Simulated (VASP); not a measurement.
KMgF3, 5 atoms in the cell. The structure is cubic, space group Pm-3m (No. 221). The conventional cell has a = 3.986 Å, b = 3.986 Å, c = 3.986 Å, α = 90.00°, β = 90.00°, γ = 90.00°. Within 3.7 Å of K (site symmetry m-3m) lie 12 F at 2.82 Å and 8 Mg at 3.45 Å. Mg (site symmetry m-3m) has 6 F at 1.99 Å within 2.6 Å. Within 2.6 Å of F (site symmetry 4/mmm) lie 2 Mg at 1.99 Å. 

| Property | Result |
| --- | --- |
| Program | VASP 6.6.1 |
| Task | single point |
| Functional | PBE |
| Potentials or basis | VASP PAW PBE potentials, release 64 (K_sv, Mg, F) |
| Cutoff | 520 eV |
| k mesh | 6 × 6 × 6 |
| Occupations | gaussian, width 0.01 eV |
| Spin | no spin polarisation |
| Dipole correction | no |
| Further INCAR settings | ALGO = Normal; EDIFF = 1e-06; NBANDS = 24 |

Potentials or basis: VASP PAW PBE potentials, release 64 (K_sv, Mg, F).

Launch:

```sh
$ cat potpaw_PBE.64/K_sv/POTCAR potpaw_PBE.64/Mg/POTCAR potpaw_PBE.64/F/POTCAR > POTCAR
$ mpirun -np 1 vasp_std > vasp.out
```

Hardware: 1 thread of Intel(R) Xeon(R) Platinum 8375C CPU @ 2.90GHz (Ice Lake) (shared host).

**Question.** How long does it take, and how much memory?

**Answer.** It took 20 s on 1 thread of Intel(R) Xeon(R) Platinum 8375C CPU @ 2.90GHz (Ice Lake), with other jobs on the host, peak memory 0.18 GiB. Counts: scf iterations 13, k points 20.
